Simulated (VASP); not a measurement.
# Ti (Fd-3m) in VASP: notebook

Ti is run at these levels: PBE; tasks: single point.

Program: VASP 6.6.1. These are calculated values, not measurements. Logs are shortened: lines on timing, memory, paths and dates and some standing lists are left out, and cuts for length are marked.

## 1. The cell of the first run

The structure is cubic, space group Fd-3m (No. 227). The conventional cell has a = 5.388 Å, b = 5.388 Å, c = 5.388 Å, α = 90.00°, β = 90.00°, γ = 90.00°. Within 3.1 Å of Ti (site symmetry -43m) lie 4 Ti at 2.33 Å.

This isn't the form of Ti at room conditions, which is hcp.

## 2. Single point, PBE (19.56 Å³/atom)

Contents of INCAR:

```
  ALGO = Normal
  EDIFF = 1E-7
  ENCUT = 520
  GGA = PE
  ISIF = 2
  ISMEAR = -1
  LASPH = T
  LCHARG = F
  LREAL = F
  LWAVE = F
  NBANDS = 19
  NELM = 100
  PREC = Accurate
  SIGMA = 0.08
```

Contents of KPOINTS:

```
k-points
0
Gamma
  12 12 12
```

Contents of POSCAR:

```
Ti
1.0
    0.0000000000      2.6942055839      2.6942055839
    2.6942055839      0.0000000000      2.6942055839
    2.6942055839      2.6942055839      0.0000000000
Ti
2
Direct
   -0.1250000000     -0.1250000000     -0.1250000000
    0.1250000000      0.1250000000      0.1250000000
```

Potentials or basis: VASP PAW PBE potentials, release 64 (Ti_sv).

Started as:

```console
> cat potpaw_PBE.64/Ti_sv/POTCAR > POTCAR
> mpirun -np 1 vasp_std > vasp.out
```

OUTCAR:

```text
EDIFF = 1E-7
   ENCUT = 520
   GGA = PE
   ISIF = 2
   ISMEAR = -1
   LASPH = T
   LREAL = F
   NELM = 100
   PREC = Accurate

 ion  position               nearest neighbor table
   1  0.875  0.875  0.875-   2 2.33   2 2.33   2 2.33   2 2.33
   2  0.125  0.125  0.125-   1 2.33   1 2.33   1 2.33   1 2.33

  LATTYP: Found a face centered cubic cell.
 ALAT       =     5.3884111678

  Lattice vectors:

 A1 = (   0.0000000000,   2.6942055839,   2.6942055839)
 A2 = (   2.6942055839,   0.0000000000,   2.6942055839)
 A3 = (   2.6942055839,   2.6942055839,   0.0000000000)

Analysis of symmetry for initial positions (statically):
=====================================================================
 Subroutine PRICEL returns:
 Original cell was already a primitive cell.

 Routine SETGRP: Setting up the symmetry group for a
 face centered cubic supercell.

 Subroutine GETGRP returns: Found 48 space group operations
 (whereof 12 operations were pure point group operations)
 out of a pool of 48 trial point group operations.

The static configuration has the point symmetry D_3d.
 The point group associated with its full space group is O_h .

Analysis of symmetry for dynamics (positions and initial velocities):
=====================================================================
 Subroutine PRICEL returns:
 Original cell was already a primitive cell.

 Routine SETGRP: Setting up the symmetry group for a
 face centered cubic supercell.

 Subroutine GETGRP returns: Found 48 space group operations
 (whereof 12 operations were pure point group operations)
 out of a pool of 48 trial point group operations.

The dynamic configuration has the point symmetry D_3d.
 The point group associated with its full space group is O_h .

 Subroutine INISYM returns: Found 48 space group operations
 (whereof 12 operations are pure point group operations),
 and found     1 'primitive' translations

----------------------------------------------------------------------------------------

                                     Primitive cell

  volume of cell :      39.1131

  direct lattice vectors                    reciprocal lattice vectors
     0.000000000  2.694205584  2.694205584    -0.185583462  0.185583462  0.185583462
     2.694205584  0.000000000  2.694205584     0.185583462 -0.185583462  0.185583462
     2.694205584  2.694205584  0.000000000     0.185583462  0.185583462 -0.185583462

  length of vectors
     3.810182077  3.810182077  3.810182077     0.321439985  0.321439985  0.321439985

  position of ions in fractional coordinates (direct lattice)
     0.875000000  0.875000000  0.875000000
     0.125000000  0.125000000  0.125000000

  ion indices of the primitive-cell ions
   primitive index   ion index
                 1           1
                 2           2

----------------------------------------------------------------------------------------

 KPOINTS: k-points

Automatic generation of k-mesh.
 Grid dimensions read from file:
 generate k-points for:   12   12   12

 Generating k-lattice:

  Cartesian coordinates                     Fractional coordinates (reciprocal lattice)
    -0.015465289  0.015465289  0.015465289     0.083333333  0.000000000  0.000000000
     0.015465289 -0.015465289  0.015465289     0.000000000  0.083333333  0.000000000
     0.015465289  0.015465289 -0.015465289     0.000000000  0.000000000  0.083333333

  Length of vectors
     0.026786665  0.026786665  0.026786665

  Shift w.r.t. Gamma in fractional coordinates (k-lattice)
     0.000000000  0.000000000  0.000000000

 Subroutine IBZKPT returns following result:
 ===========================================

 Found     72 irreducible k-points:

 Following reciprocal coordinates:
            Coordinates               Weight
  0.000000  0.000000  0.000000      1.000000
  0.083333  0.000000  0.000000      8.000000
  0.166667  0.000000  0.000000      8.000000
  0.250000  0.000000  0.000000      8.000000
  0.333333  0.000000  0.000000      8.000000
  0.416667  0.000000  0.000000      8.000000
[... 16 lines left out ...]
  0.500000  0.166667  0.000000     24.000000
 -0.416667  0.166667  0.000000     24.000000
 [... further k-points ...]
   k-points           NKPTS =     72   k-points in BZ     NKDIM =     72   number of bands    NBANDS=     19
   number of dos      NEDOS =    301   number of ions     NIONS =      2
   total plane-waves  NPLWV =  21952
   dimension x,y,z NGX =    28 NGY =   28 NGZ =   28
   dimension x,y,z NGXF=    56 NGYF=   56 NGZF=   56
   ions per type =               2
   NGX,Y,Z   is equivalent  to a cutoff of  12.22, 12.22, 12.22 a.u.
   NGXF,Y,Z  is equivalent  to a cutoff of  24.43, 24.43, 24.43 a.u.
 SYSTEM =  unknown system
   PREC   = accura    normal or accurate (medium, high low for compatibility)
   ISTART =      0    job   : 0-new  1-cont  2-samecut
   ICHARG =      2    charge: 1-file 2-atom 10-const
   ISPIN  =      1    spin polarized calculation?
   LNONCOLLINEAR =      F non collinear calculations
   LSORBIT =      F    spin-orbit coupling
   LASPH  =      T    aspherical Exc in radial PAW
   ENCUT  =  520.0 eV  38.22 Ry    6.18 a.u.   7.08  7.08  7.08*2*pi/ulx,y,z
   NELM   =    100;   NELMIN=  2; NELMDL= -5     # of ELM steps
   EDIFF  = 0.1E-06   stopping-criterion for ELM
   LREAL  =      F    real-space projection
   EDIFFG = 0.1E-05   stopping-criterion for IOM
   NSW    =      0    number of steps for IOM
   IBRION =     -1    ionic relax: 0-MD 1-quasi-New 2-CG
   NFREE  =      0    steps in history (QN), initial steepest desc. (CG)
   ISIF   =      2    stress and relaxation
   ISYM   =      2    0-nonsym 1-usesym 2-fastsym
   POTIM  = 0.5000    time-step for ionic-motion
   TEBEG  =    0.0;   TEEND  =   0.0 temperature during run
   PSTRESS=    0.0 pullay stress
   NELECT =      24.0000    total number of electrons
   NUPDOWN=      -1.0000    fix difference up-down
   EMIN   =  10.00;   EMAX   =-10.00  energy-range for DOS
   EFERMI =   0.00;   METHOD = LEGACY
   ISMEAR =    -1;   SIGMA  =   0.08  broadening in eV -4-tet -1-fermi 0-gaus
   EFERMI_NEDOS =   21; number of points for ismear=-14 and -15
   IALGO  =     38    algorithm
   IMIX   =      4    mixing-type and parameters
     AMIX     =   0.40;   BMIX     =  1.00
     AMIX_MAG =   1.60;   BMIX_MAG =  1.00
  volume/ion in A,a.u.               =      19.56       131.97
  Fermi-wavevector in a.u.,A,eV,Ry     =   1.391141  2.628875 26.330995  1.935274
  Thomas-Fermi vector in A             =   2.515009
   LORBIT       =      0    0 simple, 1 ext, 2 COOP (PROOUT), +10 PAW based schemes
   GGA     = PE    functional components
   LHFCALC =     F    Hartree Fock is set to
   AEXX    =    0.0000 exact exchange contribution
   IVDW    =     0    specifies the selected vdW correction
   LEPSILON=     F    determine dielectric tensor
   LRPA    =     F    only Hartree local field effects (RPA)
 non-spin polarized calculation
  energy-cutoff  :      520.00
  volume of cell :       39.11
 maximum number of plane-waves:      1067
   NGX = 15   NGY = 15   NGZ = 15

 number of electron      23.9999987 magnetization

 Free energy of the ion-electron system (eV)
  ---------------------------------------------------
  ext. energy  EPLUGINS =         0.00000000
  ---------------------------------------------------
  free energy    TOTEN  =       -10.90150595 eV

  energy without entropy =      -10.78155172  energy(sigma->0) =      -10.84152883

 E-fermi :   6.7950     XC(G=0): -10.6315

 val. band max:        6.7938484517   @ k =   0.2500   0.1667   0.0000
 cond. band min:       6.7958647747   @ k =  -0.4167   0.4167   0.1667
 fundamental gap:      0.0020163231
 Fermi energy:         6.7950163813

 k-point     1 :       0.0000    0.0000    0.0000
  band No.  band energies     occupation
      1     -49.9202      2.00000
      2     -49.0912      2.00000
      3     -26.4163      2.00000
      4     -26.4163      2.00000
      5     -26.4163      2.00000
      6     -25.3534      2.00000
[... 11 lines left out ...]
     18      11.3436      0.00000
     19      11.3436      0.00000

 k-point     2 :       0.0833    0.0000    0.0000
  band No.  band energies     occupation
      1     -49.9100      2.00000
      2     -49.1022      2.00000
      3     -26.4268      2.00000
      4     -26.4268      2.00000
      5     -26.4178      2.00000
      6     -25.3531      2.00000
[... 11 lines left out ...]
     18      11.3354      0.00000
     19      11.3354      0.00000

 k-point     3 :       0.1667    0.0000    0.0000
  band No.  band energies     occupation
      1     -49.8806      2.00000
      2     -49.1336      2.00000
      3     -26.4543      2.00000
      4     -26.4543      2.00000
      5     -26.4224      2.00000
      6     -25.3517      2.00000
[... 11 lines left out ...]
     18      11.3040      0.00000
     19      11.3040      0.00000

 k-point     4 :       0.2500    0.0000    0.0000
  band No.  band energies     occupation
      1     -49.8360      2.00000
      2     -49.1810      2.00000
      3     -26.4898      2.00000
      4     -26.4898      2.00000
      5     -26.4301      2.00000
      6     -25.3482      2.00000
[... 11 lines left out ...]
     18      11.2324      0.00000
     19      11.2324      0.00000

 k-point     5 :       0.3333    0.0000    0.0000
  band No.  band energies     occupation
      1     -49.7837      2.00000
      2     -49.2360      2.00000
      3     -26.5232      2.00000
      4     -26.5232      2.00000
      5     -26.4392      2.00000
      6     -25.3430      2.00000
[... 11 lines left out ...]
     18      11.1030      0.00000
     19      11.1030      0.00000

 k-point     6 :       0.4167    0.0000    0.0000
  band No.  band energies     occupation
      1     -49.7376      2.00000
      2     -49.2841      2.00000
      3     -26.5465      2.00000
      4     -26.5465      2.00000
      5     -26.4467      2.00000
      6     -25.3380      2.00000
[... 11 lines left out ...]
     18      10.9281      0.00000
     19      10.9281      0.00000

 k-point     7 :       0.5000    0.0000    0.0000
  band No.  band energies     occupation
      1     -49.7181      2.00000
      2     -49.3044      2.00000
      3     -26.5548      2.00000
      4     -26.5548      2.00000
      5     -26.4496      2.00000
      6     -25.3361      2.00000
[... 11 lines left out ...]
     18      10.8237      0.00000
     19      10.8237      0.00000

 k-point     8 :       0.0833    0.0833    0.0000
  band No.  band energies     occupation
      1     -49.9065      2.00000
      2     -49.1059      2.00000
      3     -26.4396      2.00000
      4     -26.4396      2.00000
      5     -26.3984      2.00000
      6     -25.3733      2.00000
[... 256 lines left out ...]
 k-point    20 :       0.2500    0.1667    0.0000
  band No.  band energies     occupation
      1     -49.8317      2.00000
      2     -49.1855      2.00000
      3     -26.5378      2.00000
      4     -26.5349      2.00000
      5     -26.3162      2.00000
      6     -25.4631      2.00000
[... 11 lines left out ...]
     18      10.7411      0.00000
     19      11.5187      0.00000

 k-point    21 :       0.3333    0.1667    0.0000
  band No.  band energies     occupation
      1     -49.7838      2.00000
      2     -49.2359      2.00000
      3     -26.5832      2.00000
      4     -26.5671      2.00000
      5     -26.2927      2.00000
      6     -25.4859      2.00000
[... 11 lines left out ...]
     18      10.5601      0.00000
     19      11.4701      0.00000

 k-point    22 :       0.4167    0.1667    0.0000
  band No.  band energies     occupation
      1     -49.7314      2.00000
      2     -49.2906      2.00000
      3     -26.6266      2.00000
      4     -26.5879      2.00000
      5     -26.2764      2.00000
      6     -25.4996      2.00000
[... 11 lines left out ...]
     18      10.5093      0.00000
     19      11.3228      0.00000

 k-point    23 :       0.5000    0.1667    0.0000
  band No.  band energies     occupation
      1     -49.6908      2.00000
      2     -49.3325      2.00000
      3     -26.6581      2.00000
      4     -26.5930      2.00000
      5     -26.2706      2.00000
      6     -25.5024      2.00000
[... 11 lines left out ...]
     18      10.7825      0.00000
     19      11.0334      0.00000

 k-point    24 :      -0.4167    0.1667    0.0000
  band No.  band energies     occupation
      1     -49.6849      2.00000
      2     -49.3386      2.00000
      3     -26.6698      2.00000
      4     -26.5812      2.00000
      5     -26.2779      2.00000
      6     -25.4933      2.00000
[... 11 lines left out ...]
     18      10.6193      0.00000
     19      11.1389      0.00000

 [... further k-points ...]
[... 5 lines left out ...]
  --------------------------------------------------------------------------------------
  -------------------------------------------------------------------------------------
  Total        1.7018006      1.7018006      1.7018006      0.0000000      0.0000000      0.0000000
  in kB       69.7103193     69.7103193     69.7103193      0.0000000      0.0000000      0.0000000
  external PRESSURE =      69.7103193 kB  Pullay stress =       0.0000000 kB

 VOLUME and BASIS-vectors are now :
 -----------------------------------------------------------------------------
  energy-cutoff  :      520.00
  volume of cell :       39.11
      direct lattice vectors                 reciprocal lattice vectors
     0.000000000  2.694205584  2.694205584    -0.185583462  0.185583462  0.185583462
     2.694205584  0.000000000  2.694205584     0.185583462 -0.185583462  0.185583462
     2.694205584  2.694205584  0.000000000     0.185583462  0.185583462 -0.185583462

 POSITION                                       TOTAL-FORCE (eV/Angst)
 -----------------------------------------------------------------------------------
      4.71486      4.71486      4.71486        -0.000000      0.000000      0.000000
      0.67355      0.67355      0.67355         0.000000     -0.000000     -0.000000
 -----------------------------------------------------------------------------------
    total drift:                                0.000000     -0.000000     -0.000000

  FREE ENERGIE OF THE ION-ELECTRON SYSTEM (eV)
  ---------------------------------------------------
  free  energy   TOTEN  =       -10.9015059480 eV

  energy  without entropy=      -10.7815517187  energy(sigma->0) =      -10.84152883
```

It took 1.8 min on 1 thread of AMD EPYC 7R13, shared host; peak memory 0.15 GiB.

What came out:

* Free energy: -10.9015 eV
* Pressure: 7.0 GPa
* Band gap on the k mesh: zero (bands 12 and 13 overlap by 0.39 eV)

Caveat: the cell stands under pressure.

## 3. Single point, PBE (21.86 Å³/atom)

This run uses another cell than the first one, of 21.86 Å³/atom.

Contents of INCAR:

```
SYSTEM = Ti
ALGO = Normal
EDIFF = 1E-6
ENCUT = 520
GGA = PE
ISIF = 2
ISMEAR = -1
LASPH = .TRUE.
LCHARG = .FALSE.
LREAL = .FALSE.
LWAVE = .FALSE.
NBANDS = 19
NELM = 100
PREC = Accurate
SIGMA = 0.08
```

Contents of KPOINTS:

```
k-points
0
G
  12 12 12
  0 0 0
```

Contents of POSCAR:

```
Ti
1.0
    0.0000000000      2.7959686128      2.7959686128
    2.7959686128      0.0000000000      2.7959686128
    2.7959686128      2.7959686128      0.0000000000
Ti
2
Direct
   -0.1250000000     -0.1250000000     -0.1250000000
    0.1250000000      0.1250000000      0.1250000000
```

Potentials or basis: VASP PAW PBE potentials, release 64 (Ti_sv).

Started as:

```console
> cat potpaw_PBE.64/Ti_sv/POTCAR > POTCAR
> mpirun -np 1 vasp_std > vasp.out
```

Run time: 90 s. Hardware: 1 thread of AMD EPYC 7R13, shared host; peak memory 0.17 GiB.

Results (log left out):

- Free energy: -11.0266 eV
- Pressure: 2.0 GPa
- Band gap on the k mesh: zero (bands 12 and 13 overlap by 0.21 eV)

Levels at points of the mesh, in eV from the Fermi level:
| k point | band 9 | band 10 | band 11 | band 12 | band 13 | band 14 | band 15 | band 16 |
| --- | --- | --- | --- | --- | --- | --- | --- | --- |
| (0.00, 0.00, 0.00) | -4.89 | -0.68 | -0.68 | -0.14 | -0.14 | -0.14 | 1.76 | 1.76 |
| (0.50, 0.00, 0.00) | -1.79 | -1.44 | -0.66 | -0.66 | -0.13 | -0.13 | 0.51 | 2.61 |
| (0.50, 0.50, 0.00) | -1.88 | -1.88 | -0.02 | -0.02 | 0.30 | 0.30 | 1.58 | 1.58 |

## 4. Single point, PBE (21.86 Å³/atom)

This run uses another cell than the first one, of 21.86 Å³/atom.

Contents of INCAR:

```
PREC = Accurate
ENCUT = 520
EDIFF = 1E-6
ISMEAR = -1
SIGMA = 0.08
LREAL = False
LASPH = True
NELM = 80
ALGO = Normal
ISIF = 2
LWAVE = False
LCHARG = False
GGA = PE
NBANDS = 19
```

Contents of KPOINTS:

```
regular mesh
0
Gamma
  12 12 12
```

POSCAR is that of step 3.

Started as:

```console
> cat potpaw_PBE.64/Ti_sv/POTCAR > POTCAR
> mpirun -np 1 vasp_std > vasp.out
```

Wall time 99 s (1 thread of AMD EPYC 7R13, shared host); peak memory 0.17 GiB.

The run converged. Its results:

```
Free energy            : -11.0266 eV
Pressure               : 2.0 GPa
Band gap on the k mesh : zero (bands 12 and 13 overlap by 0.21 eV)
```

Levels at points of the mesh, in eV from the Fermi level:
```
           k point  band 9  band 10  band 11  band 12  band 13  band 14  band 15  band 16
(0.00, 0.00, 0.00)   -4.89    -0.68    -0.68    -0.14    -0.14    -0.14     1.76     1.76
(0.50, 0.00, 0.00)   -1.79    -1.44    -0.66    -0.66    -0.13    -0.13     0.51     2.61
(0.50, 0.50, 0.00)   -1.88    -1.88    -0.02    -0.02     0.30     0.30     1.58     1.58
```
